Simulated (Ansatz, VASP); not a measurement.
GaN in VASP and in Ansatz

Contents of POSCAR:

```
GaN
1.0
    0.0000000000      2.2742373059      2.2742373059
    2.2489367673      0.0253005386      2.2489367673
    2.2489367673      2.2489367673      0.0253005386
Ga N
1 1
Direct
    0.0000000000      0.0000000000      0.0000000000
    0.7500000000      0.7500000000      0.7500000000
```

File INCAR.step1:

```
  PREC = Accurate
  ENCUT = 520
  ISMEAR = 0
  SIGMA = 0.05
  LREAL = False
  LASPH = True
  NELM = 80
  NBANDS = 16
  GGA = PE
  ALGO = Normal
  EDIFF = 1E-4
  LWAVE = True
  LCHARG = False
```

The input INCAR.step2:

```
  PREC = Accurate
  ENCUT = 520
  EDIFF = 1E-6
  ISMEAR = 0
  SIGMA = 0.05
  LREAL = False
  LASPH = True
  NELM = 80
  ALGO = Normal
  ISIF = 2
  LWAVE = False
  LCHARG = False
  METAGGA = R2SCAN
  LMIXTAU = True
  NBANDS = 16
  ISTART = 1
```

Contents of KPOINTS:

```
Automatic mesh
0
Gamma
  10 10 10
```

Input for Ansatz:

```yaml
crystal:
  lattice:
    - [0.0, 2.2742373059, 2.2742373059]
    - [2.2489367673, 0.0253005386, 2.2489367673]
    - [2.2489367673, 2.2489367673, 0.0253005386]
  atoms:
    - { symbol: Ga, position: [0.0, 0.0, 0.0] }
    - { symbol: "N", position: [0.75, 0.75, 0.75] }
basis:
  ecutwfc: 500
kpoints:
  mp_grid: { grid: [10, 10, 10] }
hamiltonian:
  xc: r2scan
scf:
  occupations: { method: gaussian, width: 0.05 }
output:
  forces: true
  stress: true
  eigenvalues: true
```

Change from the starting cell: strain +0.0225 x Voigt [0, 0, 0, 1, 0, 0], atoms carried along.

Alike in both runs: task single point; functional r2SCAN; k mesh 10 × 10 × 10; occupations gaussian, width 0.05 eV; no spin polarisation.

|  | VASP | Ansatz |
| --- | --- | --- |
| version | VASP 6.6.1 | Ansatz 0.2.0 |
| potentials or method | VASP PAW PBE potentials, release 64 (Ga_d, N), cutoff 520 eV | scalar-relativistic, plane waves, PAW |
| valence electrons in the cell | 18 | 18 |

Ansatz gave:

| Quantity | Value |
| --- | --- |
| gap on the k mesh at the Fermi level (eV) | 2.11 |
| least direct gap on the mesh (eV) | 2.11 |
| pressure (GPa) | 0.1 |
| traceless stress, the component that is largest in VASP (GPa) | -4.51 |
| rms of the force components (eV/Å) | 0.110 |

Problem. Estimate VASP's values.

Solution. gap on the k mesh at the Fermi level (eV): 2.10; least direct gap on the mesh (eV): 2.10; pressure (GPa): 1.2; traceless stress, the component that is largest in VASP (GPa): -4.55; rms of the force components (eV/Å): 0.114.

VASP's potentials were made for PBE, not for r2SCAN. Atom by atom the forces differ by 0.005 eV/Å (rms over components). With one functional, cell and mesh, what is left measures potentials, basis and numerics.
